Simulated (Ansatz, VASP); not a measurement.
# BN: VASP beside Ansatz

```
B N
1.0
     2.55394    0.00000    0.00000
    -1.27697    2.21178    0.00000
     0.00000    0.00000    4.22685
B N
2 2
Direct
  0.69684 0.35931 0.01063
  0.33997 0.69129 0.49597
  0.65316 0.31943 0.59959
  0.31002 0.62997 0.14382
```

Change from the starting cell: all atoms moved at random (sigma 0.06 Å a component).

Alike in both runs: task single point; functional r2SCAN; k mesh 12 × 12 × 6; occupations gaussian, width 0.05 eV; no spin polarisation.

```csv
,VASP,Ansatz
version,VASP 6.6.1,Ansatz 0.2.0
potentials or method,"VASP PAW PBE potentials, release 64 (B, N), cutoff 520 eV","scalar-relativistic, plane waves, PAW"
valence electrons in the cell,16,16
```

```tsv
	VASP	Ansatz	Ansatz less VASP
gap on the k mesh at the Fermi level (eV)	5.20	5.23	+0.024
least direct gap on the mesh (eV)	7.63	7.64	+0.007
pressure (GPa)	6.4	5.5	-0.99
traceless stress, the component that is largest in VASP (GPa)	-5.23	-5.32	-0.087
rms of the force components (eV/Å)	2.457	2.450	-0.0067
```

VASP's potentials were made for PBE, not for r2SCAN. Atom by atom the forces differ by 0.013 eV/Å (rms over components). The functional is the same, so the differences come from potentials, cutoffs and numerics.
